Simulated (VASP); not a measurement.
Crystal: Zr2BiN2.

```
Zr Bi N
1.0
     3.93589    0.00000    0.00000
     0.00000    3.93589    0.00000
     0.00000    0.00000    7.19346
Zr Bi N
2 1 2
Direct
  0.50000 0.00000 0.50000
  0.00000 0.50000 0.50000
  0.00000 0.00000 0.00000
  0.00000 0.00000 0.66884
  0.00000 0.00000 0.33116
```

The cell was generated, and may not be a known phase.

* Program: VASP 6.6.1
* Task: relaxation of cell and atoms
* Functional: PBE
* Potentials or basis: VASP PAW PBE potentials, release 64 (Zr_sv, Bi_d, N)
* Cutoff: 600 eV
* k mesh: 10 × 10 × 6
* Occupations: gaussian, width 0.1 eV
* Spin: no spin polarisation

At the start: pressure -0.2 GPa; volume 22.29 Å³/atom.

**Question.** Where does the relaxation end?

**Answer.** Over 6 steps the energy falls by 2.5 meV/atom and the volume is 22.23 Å³/atom (-0.3 %); space group P4/mmm (No. 123, to 0.1 Å) before and after.

Step by step:
| step | energy change (eV) | largest force (eV/Å) | pressure (GPa) | volume (Å³) |
| --- | --- | --- | --- | --- |
| 1 | 0.0000 | 0.0326 | -0.22 | 111.44 |
| 2 | -0.0119 | 0.0996 | 0.26 | 110.93 |
| 3 | -0.0119 | 0.0995 | 0.27 | 110.93 |
| 4 | -0.0122 | 0.0249 | -0.31 | 111.49 |
| 5 | -0.0125 | 0.0285 | -0.07 | 111.25 |
| 6 | -0.0126 | 0.0065 | -0.02 | 111.14 |

Final structure:
```yaml
crystal:
  lattice:
    - [3.90730, 0.00000, 0.00000]
    - [0.00000, 3.90730, 0.00000]
    - [0.00000, 0.00000, 7.28006]
  atoms:
    - { symbol: Zr, position: [0.50000, 0.00000, 0.50000] }
    - { symbol: Zr, position: [0.00000, 0.50000, 0.50000] }
    - { symbol: Bi, position: [0.00000, 0.00000, 0.00000] }
    - { symbol: N, position: [0.00000, 0.00000, 0.66967] }
    - { symbol: N, position: [0.00000, 0.00000, 0.33033] }
```
